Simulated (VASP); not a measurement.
A run of VASP 6.6.1 is set up as follows.

Contents of INCAR:

```
SYSTEM = TaIn
ALGO = Fast
EDIFF = 1E-7
ENCUT = 520
GGA = PE
ISIF = 2
ISMEAR = 0
LASPH = .True.
LCHARG = .False.
LREAL = .False.
LWAVE = .False.
NBANDS = 19
NELM = 80
PREC = Accurate
SIGMA = 0.1
```

Contents of KPOINTS:

```
k-points
0
Gamma
  18 18 18
  0 0 0
```

File POSCAR:

```
TaIn
1.0
    0.0000000000      2.8108263244      2.8108263244
    2.8108263244      0.0000000000      2.8108263244
    2.8108263244      2.8108263244      0.0000000000
Ta In
1 1
Direct
    0.5000000000      0.5000000000      0.5000000000
    0.0000000000      0.0000000000      0.0000000000
```

Potentials or basis: VASP PAW PBE potentials, release 64 (Ta_pv, In_d).

Launch:

```console
$ cat potpaw_PBE.64/Ta_pv/POTCAR potpaw_PBE.64/In_d/POTCAR > POTCAR
$ mpirun -np 1 vasp_std > vasp.out
```

Problem. What does it give for the band gap on the k mesh?

Solution. Zero (band 12 reaches 8.05 eV, above the bottom of band 13 at 6.53 eV).

Problem. Predict the pressure.

Solution. 0.0 GPa.

Caveat: spin-orbit coupling is left out, which moves the levels of the heavy elements.
